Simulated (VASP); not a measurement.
## TiCo3: single point with PBEsol

The system is TiCo3.

```
CELL_PARAMETERS angstrom
3.29211 0.00000 0.00000
0.00000 3.29211 0.00000
0.00000 0.00000 3.29211
ATOMIC_POSITIONS crystal
Ti 0.00000 0.00000 0.00000
Co 0.00000 0.50000 0.50000
Co 0.50000 0.00000 0.50000
Co 0.50000 0.50000 0.00000
```

```
Program             : VASP 6.6.1
Task                : single point
Functional          : PBEsol
Potentials or basis : VASP PAW PBE potentials, release 64 (Ti_sv, Co)
Cutoff              : 520 eV
k mesh              : 12 × 12 × 12
Occupations         : gaussian, width 0.15 eV
Spin                : collinear spin, ferromagnetic start
Starting moments    : [0.3, 0.66, 0.66, 0.66] μB
Fixed moment        : 2.28 μB
```

The pressure is 82.1 GPa, the net moment is 2.28 μB per cell and the site moments are Ti -0.14; Co +0.80 μB. The valence electrons inside the program's atomic spheres are Ti 10.99; Co 8.94.

Wall time 5.4 min on 1 thread of AMD EPYC 7R13, with other jobs on the host, peak memory 0.22 GiB.

Caveat: the cell stands under pressure; the PAW data sets were made with another functional, which shifts forces and pressure a little; the total moment is fixed, so each spin has its own Fermi level.
